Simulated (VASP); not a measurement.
# BaTiO3 (Amm2) in VASP: notebook

BaTiO3 is run at these levels: r2SCAN; tasks: single point.

Everything below comes from runs of VASP 6.6.1. Logs are shortened: lines on timing, memory, paths and dates and some standing lists are left out, and cuts for length are marked.

## (1) The cell of the first run

It takes space group Amm2 (No. 38, orthorhombic). The conventional cell has a = 3.883 Å, b = 5.599 Å, c = 5.631 Å, α = 90.00°, β = 90.00°, γ = 90.00°. Within 3.6 Å of Ba (site symmetry mm2) lie 12 O at 2.75 to 2.88 Å and 8 Ti at 3.37 to 3.47 Å. Ti (site symmetry mm2) has 6 O at 1.88 to 2.09 Å within 2.5 Å. Within 2.6 Å of O (site symmetry mm2) lie 2 Ti at 1.95 Å. Within 2.5 Å of O (site symmetry m) lie 2 Ti at 1.88 to 2.09 Å.

## (2) Single point, r2SCAN

Input file POSCAR:

```
BaTiO3
1.0
    3.8830196600      0.0000000000      0.0000000000
    0.0000000000      2.7995007700      2.8155934100
    0.0000000000     -2.7995007700      2.8155934100
Ba Ti O
1 1 3
Direct
    0.0000000000      0.0041960640      0.0041960640
    0.5000000000      0.5148684154      0.5148684154
    0.0000000000      0.4926930665      0.4926930665
    0.5000000000      0.4957898479      0.9893326162
    0.5000000000      0.9893326162      0.4957898479
```

Input file INCAR.step1:

```
SYSTEM = BaTiO3
PREC     = Accurate       ! precision mode
ENCUT    = 660            ! plane-wave cutoff, eV
ISMEAR   = -1             ! smearing method
SIGMA    = 0.02           ! smearing width, eV
LREAL    = .False.        ! projectors in reciprocal space
LASPH    = .True.         ! aspherical terms in the spheres
NELM     = 120            ! most SCF steps
NBANDS   = 28             ! bands
GGA      = PE             ! functional
ALGO     = Normal         ! electronic algorithm
EDIFF    = 1E-5           ! SCF threshold, eV
LWAVE    = .True.         ! write WAVECAR
LCHARG   = .False.        ! write CHGCAR
GGA_COMPAT= .False.
```

Input file INCAR.step2:

```
SYSTEM = BaTiO3
PREC     = Accurate       ! precision mode
ENCUT    = 660            ! plane-wave cutoff, eV
EDIFF    = 1E-6           ! SCF threshold, eV
ISMEAR   = -1             ! smearing method
SIGMA    = 0.02           ! smearing width, eV
LREAL    = .False.        ! projectors in reciprocal space
LASPH    = .True.         ! aspherical terms in the spheres
NELM     = 120            ! most SCF steps
ALGO     = Normal         ! electronic algorithm
ISIF     = 2              ! what is computed and relaxed
LWAVE    = .False.        ! write WAVECAR
LCHARG   = .False.        ! write CHGCAR
METAGGA  = R2SCAN         ! meta-GGA
LMIXTAU  = .True.       
NBANDS   = 28             ! bands
ISTART   = 1            
GGA_COMPAT= .False.
```

Input file KPOINTS:

```
Automatic mesh
0
Gamma
  8 8 8
  0 0 0
```

Potentials or basis: VASP PAW PBE potentials, release 64 (Ba_sv, Ti_sv, O).

The run is started by

```sh
$ cat potpaw_PBE.64/Ba_sv/POTCAR potpaw_PBE.64/Ti_sv/POTCAR potpaw_PBE.64/O/POTCAR > POTCAR
$ cp INCAR.step1 INCAR
$ mpirun -np 1 vasp_std > vasp.out
$ cp INCAR.step2 INCAR
$ mpirun -np 1 vasp_std > vasp.out
```

OUTCAR:

```text
SYSTEM = BaTiO3
   PREC = Accurate
   ENCUT = 660
   EDIFF = 1E-6
   ISMEAR = -1
   LREAL = .False.
   LASPH = .True.
   NELM = 120
   ISIF = 2
   METAGGA = R2SCAN
   ISTART = 1

 ion  position               nearest neighbor table
   1  0.000  0.004  0.004-   3 2.75   4 2.75   5 2.75   4 2.75   5 2.75   3 2.80   3 2.80   5 2.80
                             4 2.80   5 2.80   4 2.80   3 2.88   2 3.37   2 3.37   2 3.41   2 3.41
   2  0.500  0.515  0.515-   4 1.88   5 1.88   3 1.95   3 1.95   5 2.09   4 2.09   1 3.37   1 3.37
                             1 3.41   1 3.41   1 3.41   1 3.41   1 3.47   1 3.47
   3  0.000  0.493  0.493-   2 1.95   2 1.95   1 2.75   1 2.80   1 2.80   1 2.88
   4  0.500  0.496  0.989-   2 1.88   2 2.09   1 2.75   1 2.75   1 2.80   1 2.80
   5  0.500  0.989  0.496-   2 1.88   2 2.09   1 2.75   1 2.75   1 2.80   1 2.80

  LATTYP: Found a base centered orthorhombic cell.
 ALAT       =     5.5990015400
 B/A-ratio  =     1.0057483963
 C/A-ratio  =     0.6935200200

  Lattice vectors:

 A1 = (   0.0000000000,   2.7995007700,  -2.8155934100)
 A2 = (   0.0000000000,   2.7995007700,   2.8155934100)
 A3 = (   3.8830196600,   0.0000000000,   0.0000000000)

Analysis of symmetry for initial positions (statically):
=====================================================================
 Subroutine PRICEL returns:
 Original cell was already a primitive cell.

 Routine SETGRP: Setting up the symmetry group for a
 base centered orthorhombic supercell.

 Subroutine GETGRP returns: Found  4 space group operations
 (whereof  4 operations were pure point group operations)
 out of a pool of  8 trial point group operations.

The static configuration has the point symmetry C_2v.

Analysis of symmetry for dynamics (positions and initial velocities):
=====================================================================
 Subroutine PRICEL returns:
 Original cell was already a primitive cell.

 Routine SETGRP: Setting up the symmetry group for a
 base centered orthorhombic supercell.

 Subroutine GETGRP returns: Found  4 space group operations
 (whereof  4 operations were pure point group operations)
 out of a pool of  8 trial point group operations.

The dynamic configuration has the point symmetry C_2v.

 Subroutine INISYM returns: Found  4 space group operations
 (whereof  4 operations are pure point group operations),
 and found     1 'primitive' translations

----------------------------------------------------------------------------------------

                                     Primitive cell

  volume of cell :      61.2139

  direct lattice vectors                    reciprocal lattice vectors
     3.883019660  0.000000000  0.000000000     0.257531532  0.000000000  0.000000000
     0.000000000  2.799500770  2.815593410     0.000000000  0.178603273  0.177582459
     0.000000000 -2.799500770  2.815593410     0.000000000 -0.178603273  0.177582459

  length of vectors
     3.883019660  3.970487478  3.970487478     0.257531532  0.251862380  0.251862380

  position of ions in fractional coordinates (direct lattice)
     0.000000000  0.004196064  0.004196064
     0.500000000  0.514868415  0.514868415
     0.000000000  0.492693067  0.492693067
     0.500000000  0.495789848  0.989332616
     0.500000000  0.989332616  0.495789848

  ion indices of the primitive-cell ions
   primitive index   ion index
                 1           1
                 2           2
                 3           3
                 4           4
                 5           5

----------------------------------------------------------------------------------------

 KPOINTS: Automatic mesh

Automatic generation of k-mesh.
 Grid dimensions read from file:
 generate k-points for:    8    8    8

 Generating k-lattice:

  Cartesian coordinates                     Fractional coordinates (reciprocal lattice)
     0.032191441  0.000000000  0.000000000     0.125000000  0.000000000  0.000000000
     0.000000000  0.022325409  0.022197807     0.000000000  0.125000000 -0.000000000
     0.000000000 -0.022325409  0.022197807     0.000000000 -0.000000000  0.125000000

  Length of vectors
     0.032191441  0.031482798  0.031482798

  Shift w.r.t. Gamma in fractional coordinates (k-lattice)
     0.000000000  0.000000000  0.000000000

 Subroutine IBZKPT returns following result:
 ===========================================

 Found    105 irreducible k-points:

 Following reciprocal coordinates:
            Coordinates               Weight
  0.000000  0.000000  0.000000      1.000000
  0.125000  0.000000  0.000000      2.000000
  0.250000  0.000000  0.000000      2.000000
  0.375000  0.000000  0.000000      2.000000
  0.500000  0.000000  0.000000      1.000000
  0.000000  0.125000  0.000000      4.000000
[... 16 lines left out ...]
  0.250000  0.500000  0.000000      4.000000
  0.375000  0.500000  0.000000      4.000000
 [... further k-points ...]
   k-points           NKPTS =    105   k-points in BZ     NKDIM =    105   number of bands    NBANDS=     28
   number of dos      NEDOS =    301   number of ions     NIONS =      5
   total plane-waves  NPLWV =  46656
   dimension x,y,z NGX =    36 NGY =   36 NGZ =   36
   dimension x,y,z NGXF=    72 NGYF=   72 NGZF=   72
   ions per type =               1   1   3
   NGX,Y,Z   is equivalent  to a cutoff of  15.41, 15.07, 15.07 a.u.
   NGXF,Y,Z  is equivalent  to a cutoff of  30.83, 30.15, 30.15 a.u.
 SYSTEM =  BaTiO3
   PREC   = accura    normal or accurate (medium, high low for compatibility)
   ISTART =      1    job   : 0-new  1-cont  2-samecut
   ICHARG =      0    charge: 1-file 2-atom 10-const
   ISPIN  =      1    spin polarized calculation?
   LNONCOLLINEAR =      F non collinear calculations
   LSORBIT =      F    spin-orbit coupling
   LASPH  =      T    aspherical Exc in radial PAW
   ENCUT  =  660.0 eV  48.51 Ry    6.96 a.u.   8.13  8.32  8.32*2*pi/ulx,y,z
   NELM   =    120;   NELMIN=  2; NELMDL=  0     # of ELM steps
   EDIFF  = 0.1E-05   stopping-criterion for ELM
   LREAL  =      F    real-space projection
   EDIFFG = 0.1E-04   stopping-criterion for IOM
   NSW    =      0    number of steps for IOM
   IBRION =     -1    ionic relax: 0-MD 1-quasi-New 2-CG
   NFREE  =      0    steps in history (QN), initial steepest desc. (CG)
   ISIF   =      2    stress and relaxation
   ISYM   =      2    0-nonsym 1-usesym 2-fastsym
   POTIM  = 0.5000    time-step for ionic-motion
   TEBEG  =    0.0;   TEEND  =   0.0 temperature during run
   PSTRESS=    0.0 pullay stress
   NELECT =      40.0000    total number of electrons
   NUPDOWN=      -1.0000    fix difference up-down
   EMIN   =  10.00;   EMAX   =-10.00  energy-range for DOS
   EFERMI =   0.00;   METHOD = LEGACY
   ISMEAR =    -1;   SIGMA  =   0.02  broadening in eV -4-tet -1-fermi 0-gaus
   EFERMI_NEDOS =   21; number of points for ismear=-14 and -15
   IALGO  =     38    algorithm
   IMIX   =      4    mixing-type and parameters
     AMIX     =   0.40;   BMIX     =  1.00
     AMIX_MAG =   1.60;   BMIX_MAG =  1.00
  volume/ion in A,a.u.               =      12.24        82.62
  Fermi-wavevector in a.u.,A,eV,Ry     =   1.420621  2.684584 27.458775  2.018163
  Thomas-Fermi vector in A             =   2.541517
   LORBIT       =      0    0 simple, 1 ext, 2 COOP (PROOUT), +10 PAW based schemes
   METAGGA = R2SCAN    functional components
   LHFCALC =     F    Hartree Fock is set to
   AEXX    =    0.0000 exact exchange contribution
   IVDW    =     0    specifies the selected vdW correction
   LEPSILON=     F    determine dielectric tensor
   LRPA    =     F    only Hartree local field effects (RPA)
 non-spin polarized calculation
  energy-cutoff  :      660.00
  volume of cell :       61.21
 maximum number of plane-waves:      2377
 NGX is ok and might be reduce to    36
   NGX = 17   NGY = 17   NGZ = 17

 number of electron      40.0000001 magnetization

 Free energy of the ion-electron system (eV)
  ---------------------------------------------------
  ext. energy  EPLUGINS =         0.00000000
  ---------------------------------------------------
  free energy    TOTEN  =       -74.13425089 eV

  energy without entropy =      -74.13425089  energy(sigma->0) =      -74.13425089

 E-fermi :   4.4227     XC(G=0): -12.1763

 val. band max:        3.8970833147   @ k =   0.5000   0.5000   0.5000
 cond. band min:       6.3487130144   @ k =   0.0000   0.0000   0.0000
 fundamental gap:      2.4516296997
 Fermi energy:         4.4227099848

 k-point     1 :       0.0000    0.0000    0.0000
  band No.  band energies     occupation
      1     -54.6318      2.00000
      2     -29.8473      2.00000
      3     -29.8405      2.00000
      4     -29.8308      2.00000
      5     -21.4980      2.00000
      6     -14.0687      2.00000
[... 20 lines left out ...]
     27       9.6815      0.00000
     28      12.7338      0.00000

 k-point     2 :       0.1250    0.0000    0.0000
  band No.  band energies     occupation
      1     -54.6315      2.00000
      2     -29.8468      2.00000
      3     -29.8440      2.00000
      4     -29.8398      2.00000
      5     -21.4720      2.00000
      6     -14.0646      2.00000
[... 20 lines left out ...]
     27      10.0084      0.00000
     28      13.1282      0.00000

 k-point     3 :       0.2500    0.0000    0.0000
  band No.  band energies     occupation
      1     -54.6309      2.00000
      2     -29.8751      2.00000
      3     -29.8457      2.00000
      4     -29.8388      2.00000
      5     -21.4079      2.00000
      6     -14.1422      2.00000
[... 20 lines left out ...]
     27      10.7976      0.00000
     28      13.1051      0.00000

 k-point     4 :       0.3750    0.0000    0.0000
  band No.  band energies     occupation
      1     -54.6302      2.00000
      2     -29.9059      2.00000
      3     -29.8446      2.00000
      4     -29.8377      2.00000
      5     -21.3419      2.00000
      6     -14.2846      2.00000
[... 578 lines left out ...]
     27      12.6762      0.00000
     28      13.2905      0.00000

 k-point    23 :       0.2500    0.5000    0.0000
  band No.  band energies     occupation
      1     -54.6296      2.00000
      2     -29.9093      2.00000
      3     -29.8716      2.00000
      4     -29.8397      2.00000
      5     -21.2811      2.00000
      6     -14.0983      2.00000
[... 20 lines left out ...]
     27      13.4655      0.00000
     28      13.6324      0.00000

 k-point    24 :       0.3750    0.5000    0.0000
  band No.  band energies     occupation
      1     -54.6289      2.00000
      2     -29.9075      2.00000
      3     -29.9018      2.00000
      4     -29.8386      2.00000
      5     -21.2400      2.00000
      6     -13.8614      2.00000
[... 20 lines left out ...]
     27      12.9131      0.00000
     28      14.5463      0.00000

 [... further k-points ...]

------------------------ aborting loop because EDIFF is reached ----------------------------------------

  FORCE on cell =-STRESS in cart. coord.  units (eV):
  Direction    XX          YY          ZZ          XY          YZ          ZX
  --------------------------------------------------------------------------------------
  -------------------------------------------------------------------------------------
  Total        5.3604052      4.1463655      3.7118857      0.0000000      0.0000000      0.0000000
  in kB      140.3001343    108.5245624     97.1527417      0.0000000      0.0000000      0.0000000
  external PRESSURE =     115.3258128 kB  Pullay stress =       0.0000000 kB

 VOLUME and BASIS-vectors are now :
 -----------------------------------------------------------------------------
  energy-cutoff  :      660.00
  volume of cell :       61.21
      direct lattice vectors                 reciprocal lattice vectors
     3.883019660  0.000000000  0.000000000     0.257531532  0.000000000  0.000000000
     0.000000000  2.799500770  2.815593410     0.000000000  0.178603273  0.177582459
     0.000000000 -2.799500770  2.815593410     0.000000000 -0.178603273  0.177582459

 POSITION                                       TOTAL-FORCE (eV/Angst)
 -----------------------------------------------------------------------------------
      0.00000      0.00000      0.02363         0.000000     -0.000000     -0.026010
      1.94151      0.00000      2.89932         0.000000     -0.000000     -0.098571
      0.00000      0.00000      2.77445         0.000000     -0.000000      0.013938
      1.94151     -1.38167      4.18150         0.000000     -0.045664      0.055322
      1.94151      1.38167      4.18150         0.000000      0.045664      0.055322
 -----------------------------------------------------------------------------------
    total drift:                                0.000000     -0.000000      0.013537

  FREE ENERGIE OF THE ION-ELECTRON SYSTEM (eV)
  ---------------------------------------------------
  free  energy   TOTEN  =       -74.1342508919 eV

  energy  without entropy=      -74.1342508919  energy(sigma->0) =      -74.13425089
```

It took 19 min on 1 thread of Oxide Virtual Turin-like, shared host; peak memory 0.37 GiB.

Results:

```
Free energy            : -74.1343 eV
Pressure               : 11.5 GPa
Largest force          : 0.099 eV/Å
Band gap on the k mesh : 2.45 eV (least direct gap 2.70 eV)
```

Forces in eV/Å, atoms in the order of the input:
```
Ba   0.000  0.000 -0.026
Ti   0.000  0.000 -0.099
O    0.000  0.000  0.014
O    0.000 -0.046  0.055
O    0.000  0.046  0.055
```

Caveat: the cell stands under pressure; the PAW data sets were made with another functional, which shifts forces and pressure a little; spin-orbit coupling is left out, which moves the levels of the heavy elements.

## (3) Single point, r2SCAN

This run uses another cell than the first one, of 12.50 Å³/atom.

Input file POSCAR:

```
BaTiO3
1.0
    3.9103657700      0.0000000000      0.0000000000
    0.0000000000      2.8192162100      2.8354221900
    0.0000000000     -2.8192162100      2.8354221900
Ba Ti O
1 1 3
Direct
    0.0000000000      0.0056260419      0.0056260419
    0.5000000000      0.5183730070      0.5183730070
    0.0000000000      0.4916900629      0.4916900629
    0.5000000000      0.4950439204      0.9861469779
    0.5000000000      0.9861469779      0.4950439204
```

Input file INCAR.step1:

```
PREC = Accurate
ENCUT = 660
ISMEAR = -1
SIGMA = 0.02
LREAL = F
LASPH = T
NELM = 120
NBANDS = 28
GGA = PE
ALGO = Normal
EDIFF = 1E-5
LWAVE = T
LCHARG = F
GGA_COMPAT = F
```

Input file INCAR.step2:

```
PREC = Accurate
ENCUT = 660
EDIFF = 1E-6
ISMEAR = -1
SIGMA = 0.02
LREAL = F
LASPH = T
NELM = 120
ALGO = Normal
ISIF = 2
LWAVE = F
LCHARG = F
METAGGA = R2SCAN
LMIXTAU = T
NBANDS = 28
ISTART = 1
GGA_COMPAT = F
```

Input file KPOINTS:

```
regular mesh
0
Gamma
  8 8 8
```

Potentials or basis: VASP PAW PBE potentials, release 64 (Ba_sv, Ti_sv, O).

The run is started by

```sh
$ cat potpaw_PBE.64/Ba_sv/POTCAR potpaw_PBE.64/Ti_sv/POTCAR potpaw_PBE.64/O/POTCAR > POTCAR
$ cp INCAR.step1 INCAR
$ mpirun -np 1 vasp_std > vasp.out
$ cp INCAR.step2 INCAR
$ mpirun -np 1 vasp_std > vasp.out
```

It took 16 min on 1 thread of Oxide Virtual Turin-like, shared host; peak memory 0.37 GiB.

Results (log left out):

| Property | Result |
| --- | --- |
| Free energy | -74.2113 eV |
| Pressure | 7.8 GPa |
| Largest force | 0.124 eV/Å |
| Band gap on the k mesh | 2.51 eV (least direct gap 2.85 eV) |

Forces in eV/Å, atoms in the order of the input:
```
Ba   0.000  0.000 -0.028
Ti   0.000  0.000 -0.124
O    0.000  0.000  0.015
O    0.000 -0.055  0.068
O    0.000  0.055  0.068
```

Stress tensor (GPa, compression positive):
```
9.37 0.00 0.00
0.00 7.38 0.00
0.00 0.00 6.59
```

Levels at points of the mesh, in eV from the valence-band top:
| k point | band 16 | band 17 | band 18 | band 19 | band 20 | band 21 | band 22 | band 23 | band 24 | band 25 |
| --- | --- | --- | --- | --- | --- | --- | --- | --- | --- | --- |
| (0.00, 0.00, 0.00) | -1.32 | -1.20 | -0.41 | -0.40 | -0.33 | 2.51 | 2.70 | 2.71 | 4.73 | 4.77 |
| (0.50, 0.00, 0.00) | -2.21 | -1.84 | -1.70 | -1.09 | -0.98 | 2.84 | 4.20 | 4.33 | 4.69 | 6.64 |
| (0.00, 0.50, 0.00) | -1.98 | -1.87 | -1.73 | -0.92 | -0.80 | 2.74 | 4.16 | 4.17 | 4.74 | 6.73 |
| (0.50, 0.50, 0.00) | -2.83 | -1.75 | -0.90 | -0.88 | -0.09 | 4.19 | 4.29 | 4.65 | 5.40 | 8.52 |
| (0.00, 0.50, 0.50) | -2.76 | -1.70 | -0.98 | -0.92 | -0.24 | 4.16 | 4.21 | 4.54 | 5.69 | 8.34 |
| (0.50, 0.50, 0.50) | -2.46 | -2.34 | -0.14 | -0.01 | 0.00 | 4.81 | 4.83 | 4.94 | 7.33 | 7.50 |

Caveat: the cell stands under pressure; the PAW data sets were made with another functional, which shifts forces and pressure a little; spin-orbit coupling is left out, which moves the levels of the heavy elements.
